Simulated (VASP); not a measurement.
# Ru: single point with PBE

The system is Ru.

```
CELL_PARAMETERS angstrom
2.70580 0.00000 0.00000
-1.35290 2.34329 0.00000
0.00000 0.00000 4.28190
ATOMIC_POSITIONS crystal
Ru 0.66667 0.33333 0.75000
Ru 0.33333 0.66667 0.25000
```

```
Program             : VASP 6.6.1
Task                : single point
Functional          : PBE
Potentials or basis : VASP PAW PBE potentials, release 64 (Ru_pv)
Cutoff              : 520 eV
k mesh              : 11 × 11 × 6
Occupations         : gaussian, width 0.016 eV
Spin                : no spin polarisation
```

* Pressure: 4.4 GPa
* Band gap on the k mesh: zero (band 14 reaches 14.34 eV, above the bottom of band 15 at 11.27 eV)

Levels at points of the mesh, in eV from the Fermi level:
```
           k point  band 12  band 13  band 14  band 15  band 16  band 17
(0.00, 0.00, 0.00)    -1.86    -1.86    -1.34    -1.34     1.24     1.24
(0.00, 0.00, 0.50)    -2.71    -2.66    -2.66     0.60     0.60     0.60
```

Run time: 15 s on 1 thread of Intel(R) Xeon(R) 6975P-C (Granite Rapids) (shared host), peak memory 0.15 GiB.
